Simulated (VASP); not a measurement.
NaH, 2 atoms in the cell. It takes space group Immm (No. 71, orthorhombic). The conventional cell has a = 3.224 Å, b = 3.677 Å, c = 4.880 Å, α = 90.00°, β = 90.00°, γ = 90.00°. Na (site symmetry mmm) has 6 H at 2.44 to 2.45 Å within 3.2 Å. H (site symmetry mmm) has 6 Na at 2.44 to 2.45 Å within 3.2 Å.  This cell differs from its parent crystal: strain +0.1312 x Voigt [0, 0, 0, 0, 0, 1].

| Item | Value |
| --- | --- |
| Program | VASP 6.6.1 |
| Task | single point |
| Functional | r2SCAN |
| Potentials or basis | VASP PAW PBE potentials, release 64 (Na_pv, H) |
| Cutoff | 520 eV |
| k mesh | 8 × 8 × 8 |
| Occupations | gaussian, width 0.05 eV |
| Spin | no spin polarisation |
| Dipole correction | no |
| Further INCAR settings | ALGO = Normal; EDIFF = 1e-06; NBANDS = 11 |

Potentials or basis: VASP PAW PBE potentials, release 64 (Na_pv, H).

Command:

```sh
$ cat potpaw_PBE.64/Na_pv/POTCAR potpaw_PBE.64/H/POTCAR > POTCAR
$ cp INCAR.step1 INCAR
$ mpirun -np 1 vasp_std > vasp.out
$ cp INCAR.step2 INCAR
$ mpirun -np 1 vasp_std > vasp.out
```

Hardware: 1 thread of Intel(R) Xeon(R) Platinum 8259CL CPU @ 2.50GHz (Skylake/Cascade Lake), on a shared host.

Question: Estimate the wall time of this run.

Answer: Run time: 100 s on 1 thread of Intel(R) Xeon(R) Platinum 8259CL CPU @ 2.50GHz (Skylake/Cascade Lake), with other jobs on the host, peak memory 0.17 GiB. Counts: k points 95.
